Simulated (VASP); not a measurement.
# BN (lda) (P6_3mc) in VASP: a series of runs, part 2 of 2

VASP 6.6.1. The steps go on from the part before.

### 3 Single point, LDA (strained cell)

INCAR reads:

```
  PREC = Accurate
  ENCUT = 600
  EDIFF = 1E-6
  ISMEAR = 0
  SIGMA = 0.02
  LREAL = False
  LASPH = True
  NELM = 120
  ALGO = Normal
  ISIF = 2
  LWAVE = False
  LCHARG = True
  GGA = CA
  LELF = True
  LVHAR = True
  NBANDS = 16
  GGA_COMPAT = False
```

KPOINTS reads:

```
Automatic mesh
0
Gamma
  9 9 6
```

POSCAR reads:

```
BN
1.0
    2.5206985218      0.0000000000      0.0000000000
   -1.2603492609      2.1829889551      0.0000000000
    0.0000000000      0.0000000000      4.2369422297
B N
2 2
Direct
    0.3333333333      0.6666666667     -0.0002237443
    0.6666666667      0.3333333333      0.4997762557
    0.3333333333      0.6666666667      0.3742237443
    0.6666666667      0.3333333333      0.8742237443
```

Potentials or basis: VASP PAW LDA potentials, release 64 (B, N).

Launch:

```
cat potpaw_LDA.64/B/POTCAR potpaw_LDA.64/N/POTCAR > POTCAR
mpirun -np 1 vasp_std > vasp.out
```

OUTCAR:

```text
PREC = Accurate
   ENCUT = 600
   EDIFF = 1E-6
   ISMEAR = 0
   LREAL = False
   LASPH = True
   NELM = 120
   ISIF = 2
   GGA = CA

 ion  position               nearest neighbor table
   1  0.333  0.667  1.000-   4 1.55   4 1.55   4 1.55   3 1.59
   2  0.667  0.333  0.500-   3 1.55   3 1.55   3 1.55   4 1.59
   3  0.333  0.667  0.374-   2 1.55   2 1.55   2 1.55   1 1.59
   4  0.667  0.333  0.874-   1 1.55   1 1.55   1 1.55   2 1.59

  LATTYP: Found a hexagonal cell.
 ALAT       =     2.5206985218
 C/A-ratio  =     1.6808603619

  Lattice vectors:

 A1 = (   2.5206985218,   0.0000000000,   0.0000000000)
 A2 = (  -1.2603492609,   2.1829889551,   0.0000000000)
 A3 = (   0.0000000000,   0.0000000000,   4.2369422297)

Analysis of symmetry for initial positions (statically):
=====================================================================
 Subroutine PRICEL returns:
 Original cell was already a primitive cell.

 Routine SETGRP: Setting up the symmetry group for a
 hexagonal supercell.

 Subroutine GETGRP returns: Found 12 space group operations
 (whereof  6 operations were pure point group operations)
 out of a pool of 24 trial point group operations.

The static configuration has the point symmetry C_3v.
 The point group associated with its full space group is C_6v.

Analysis of symmetry for dynamics (positions and initial velocities):
=====================================================================
 Subroutine PRICEL returns:
 Original cell was already a primitive cell.

 Routine SETGRP: Setting up the symmetry group for a
 hexagonal supercell.

 Subroutine GETGRP returns: Found 12 space group operations
 (whereof  6 operations were pure point group operations)
 out of a pool of 24 trial point group operations.

The dynamic configuration has the point symmetry C_3v.
 The point group associated with its full space group is C_6v.

 Subroutine INISYM returns: Found 12 space group operations
 (whereof  6 operations are pure point group operations),
 and found     1 'primitive' translations

----------------------------------------------------------------------------------------

                                     Primitive cell

  volume of cell :      23.3144

  direct lattice vectors                    reciprocal lattice vectors
     2.520698522  0.000000000  0.000000000     0.396715431  0.229043761  0.000000000
    -1.260349261  2.182988955  0.000000000     0.000000000  0.458087522  0.000000000
     0.000000000  0.000000000  4.236942230     0.000000000  0.000000000  0.236019267

  length of vectors
     2.520698522  2.520698522  4.236942230     0.458087522  0.458087522  0.236019267

  position of ions in fractional coordinates (direct lattice)
     0.333333333  0.666666667  0.999776256
     0.666666667  0.333333333  0.499776256
     0.333333333  0.666666667  0.374223744
     0.666666667  0.333333333  0.874223744

  ion indices of the primitive-cell ions
   primitive index   ion index
                 1           1
                 2           2
                 3           3
                 4           4

----------------------------------------------------------------------------------------

 KPOINTS: Automatic mesh

Automatic generation of k-mesh.
 Grid dimensions read from file:
 generate k-points for:    9    9    6

 Generating k-lattice:

  Cartesian coordinates                     Fractional coordinates (reciprocal lattice)
     0.044079492  0.025449307  0.000000000     0.111111111 -0.000000000  0.000000000
     0.000000000  0.050898614  0.000000000     0.000000000  0.111111111  0.000000000
     0.000000000  0.000000000  0.039336545     0.000000000  0.000000000  0.166666667

  Length of vectors
     0.050898614  0.050898614  0.039336545

  Shift w.r.t. Gamma in fractional coordinates (k-lattice)
     0.000000000  0.000000000  0.000000000

 Subroutine IBZKPT returns following result:
 ===========================================

 Found     48 irreducible k-points:

 Following reciprocal coordinates:
            Coordinates               Weight
  0.000000  0.000000  0.000000      1.000000
  0.111111 -0.000000  0.000000      6.000000
  0.222222 -0.000000  0.000000      6.000000
  0.333333 -0.000000  0.000000      6.000000
  0.444444 -0.000000  0.000000      6.000000
  0.111111  0.111111  0.000000      6.000000
[... 16 lines left out ...]
  0.333333  0.222222  0.166667     24.000000
  0.333333  0.333333  0.166667      4.000000
 [... further k-points ...]
   k-points           NKPTS =     48   k-points in BZ     NKDIM =     48   number of bands    NBANDS=     16
   number of dos      NEDOS =    301   number of ions     NIONS =      4
   total plane-waves  NPLWV =  14400
   dimension x,y,z NGX =    20 NGY =   20 NGZ =   36
   dimension x,y,z NGXF=    40 NGYF=   40 NGZF=   72
   ions per type =               2   2
   NGX,Y,Z   is equivalent  to a cutoff of  13.19, 13.19, 14.13 a.u.
   NGXF,Y,Z  is equivalent  to a cutoff of  26.38, 26.38, 28.25 a.u.
 SYSTEM =  unknown system
   PREC   = accura    normal or accurate (medium, high low for compatibility)
   ISTART =      0    job   : 0-new  1-cont  2-samecut
   ICHARG =      2    charge: 1-file 2-atom 10-const
   ISPIN  =      1    spin polarized calculation?
   LNONCOLLINEAR =      F non collinear calculations
   LSORBIT =      F    spin-orbit coupling
   LASPH  =      T    aspherical Exc in radial PAW
   ENCUT  =  600.0 eV  44.10 Ry    6.64 a.u.   5.03  5.03  8.46*2*pi/ulx,y,z
   NELM   =    120;   NELMIN=  2; NELMDL= -5     # of ELM steps
   EDIFF  = 0.1E-05   stopping-criterion for ELM
   LREAL  =      F    real-space projection
   EDIFFG = 0.1E-04   stopping-criterion for IOM
   NSW    =      0    number of steps for IOM
   IBRION =     -1    ionic relax: 0-MD 1-quasi-New 2-CG
   NFREE  =      0    steps in history (QN), initial steepest desc. (CG)
   ISIF   =      2    stress and relaxation
   ISYM   =      2    0-nonsym 1-usesym 2-fastsym
   POTIM  = 0.5000    time-step for ionic-motion
   TEBEG  =    0.0;   TEEND  =   0.0 temperature during run
   PSTRESS=    0.0 pullay stress
   NELECT =      16.0000    total number of electrons
   NUPDOWN=      -1.0000    fix difference up-down
   EMIN   =  10.00;   EMAX   =-10.00  energy-range for DOS
   EFERMI =   0.00;   METHOD = LEGACY
   ISMEAR =     0;   SIGMA  =   0.02  broadening in eV -4-tet -1-fermi 0-gaus
   EFERMI_NEDOS =   21; number of points for ismear=-14 and -15
   IALGO  =     38    algorithm
   IMIX   =      4    mixing-type and parameters
     AMIX     =   0.40;   BMIX     =  1.00
     AMIX_MAG =   1.60;   BMIX_MAG =  1.00
  volume/ion in A,a.u.               =       5.83        39.33
  Fermi-wavevector in a.u.,A,eV,Ry     =   1.444020  2.728802 28.370778  2.085193
  Thomas-Fermi vector in A             =   2.562362
   LORBIT       =      0    0 simple, 1 ext, 2 COOP (PROOUT), +10 PAW based schemes
   GGA     = CA    functional components
   LHFCALC =     F    Hartree Fock is set to
   AEXX    =    0.0000 exact exchange contribution
   IVDW    =     0    specifies the selected vdW correction
   LEPSILON=     F    determine dielectric tensor
   LRPA    =     F    only Hartree local field effects (RPA)
 non-spin polarized calculation
 Gauss-broadening in eV      SIGMA  =   0.02
  energy-cutoff  :      600.00
  volume of cell :       23.31
 maximum number of plane-waves:       801
   NGX = 11   NGY = 11   NGZ = 17

 number of electron      16.0000001 magnetization

 Free energy of the ion-electron system (eV)
  ---------------------------------------------------
  ext. energy  EPLUGINS =         0.00000000
  ---------------------------------------------------
  free energy    TOTEN  =       -38.74587354 eV

  energy without entropy =      -38.74587354  energy(sigma->0) =      -38.74587354

 E-fermi :   7.8744     XC(G=0): -13.1612

 val. band max:        7.7340150193   @ k =   0.0000   0.0000   0.0000
 cond. band min:      12.6062216309   @ k =   0.3333   0.3333   0.0000
 fundamental gap:      4.8722066116
 Fermi energy:         7.8743778838

 k-point     1 :       0.0000    0.0000    0.0000
  band No.  band energies     occupation
      1     -12.6852      2.00000
      2      -8.5490      2.00000
      3      -3.3946      2.00000
      4       5.6900      2.00000
      5       5.6900      2.00000
      6       7.3836      2.00000
[... 8 lines left out ...]
     15      19.6084      0.00000
     16      23.6662      0.00000
[... 420 lines left out ...]
  band No.  band energies     occupation
      1      -7.1344      2.00000
      2      -7.1344      2.00000
      3      -1.5403      2.00000
      4      -0.1240      2.00000
      5      -0.1240      2.00000
      6       1.6258      2.00000
[... 8 lines left out ...]
     15      23.8162      0.00000
     16      23.8162      0.00000

 [... further k-points ...]
[... 5 lines left out ...]
  --------------------------------------------------------------------------------------
  -------------------------------------------------------------------------------------
  Total        0.1373020      0.1373020     -2.1307361      0.0000000      0.0000000      0.0000000
  in kB        9.4354473      9.4354473   -146.4250084      0.0000000      0.0000000      0.0000000
  external PRESSURE =     -42.5180379 kB  Pullay stress =       0.0000000 kB

 VOLUME and BASIS-vectors are now :
 -----------------------------------------------------------------------------
  energy-cutoff  :      600.00
  volume of cell :       23.31
      direct lattice vectors                 reciprocal lattice vectors
     2.520698522  0.000000000  0.000000000     0.396715431  0.229043761  0.000000000
    -1.260349261  2.182988955  0.000000000     0.000000000  0.458087522  0.000000000
     0.000000000  0.000000000  4.236942230     0.000000000  0.000000000  0.236019267

 POSITION                                       TOTAL-FORCE (eV/Angst)
 -----------------------------------------------------------------------------------
     -0.00000      1.45533      4.23599         0.000000     -0.000000      0.009320
      1.26035      0.72766      2.11752        -0.000000      0.000000      0.009320
     -0.00000      1.45533      1.58556        -0.000000     -0.000000     -0.009320
      1.26035      0.72766      3.70404         0.000000      0.000000     -0.009320
 -----------------------------------------------------------------------------------
    total drift:                               -0.000000      0.000000     -0.000793

  FREE ENERGIE OF THE ION-ELECTRON SYSTEM (eV)
  ---------------------------------------------------
  free  energy   TOTEN  =       -38.7458735365 eV

  energy  without entropy=      -38.7458735365  energy(sigma->0) =      -38.74587354
```

OSZICAR:

```text
N       E                     dE             d eps       ncg     rms          rms(c)
DAV:   1     0.414239159274E+02    0.41424E+02   -0.90740E+03  1536   0.109E+03
DAV:   2    -0.387214372679E+02   -0.80145E+02   -0.74650E+02  2120   0.233E+02
DAV:   3    -0.410674482632E+02   -0.23460E+01   -0.23398E+01  1872   0.362E+01
DAV:   4    -0.410729652743E+02   -0.55170E-02   -0.55167E-02  1736   0.210E+00
DAV:   5    -0.410729785149E+02   -0.13241E-04   -0.13241E-04  1840   0.949E-02    0.930E+00
DAV:   6    -0.390293130710E+02    0.20437E+01   -0.25230E+00  1808   0.141E+01    0.425E+00
DAV:   7    -0.388111897961E+02    0.21812E+00   -0.27753E-01  1952   0.417E+00    0.257E+00
DAV:   8    -0.387474321311E+02    0.63758E-01   -0.81317E-02  1888   0.208E+00    0.259E-01
DAV:   9    -0.387459217673E+02    0.15104E-02   -0.26651E-03  1688   0.513E-01    0.144E-01
DAV:  10    -0.387458748114E+02    0.46956E-04   -0.17688E-04  1960   0.115E-01    0.177E-02
DAV:  11    -0.387458737113E+02    0.11001E-05   -0.14645E-05  1752   0.336E-02    0.121E-02
DAV:  12    -0.387458735365E+02    0.17478E-06   -0.13901E-06   968   0.113E-02
   1 F= -.38745874E+02 E0= -.38745874E+02  d E =-.188736E-25
```

Wall time 13 s (1 thread of Intel Xeon 6975P-C, shared host); peak memory 0.13 GiB.

Results:

```yaml
Free_energy: -38.7459 eV
Pressure: -4.3 GPa
Largest_force: 0.009 eV/Å
Band_gap_on_the_k_mesh: 4.87 eV, indirect (least direct gap 8.05 eV)
```

Forces on the atoms (eV/Å):
```
B    0.000  0.000  0.009
B    0.000  0.000  0.009
N    0.000  0.000 -0.009
N    0.000  0.000 -0.009
```

Stress tensor (GPa, compression positive):
```
  0.94   0.00   0.00
  0.00   0.94   0.00
  0.00   0.00 -14.64
```

Levels at points of the mesh, in eV from the valence-band top:
| k point | band 6 | band 7 | band 8 | band 9 | band 10 | band 11 |
| --- | --- | --- | --- | --- | --- | --- |
| (0.00, 0.00, 0.00) | -0.35 | 0.00 | 0.00 | 8.05 | 8.44 | 8.44 |
| (0.00, 0.00, 0.50) | -1.13 | -1.13 | -1.13 | 9.77 | 9.77 | 9.96 |

Caveat: the cell differs from its parent crystal (strained cell).
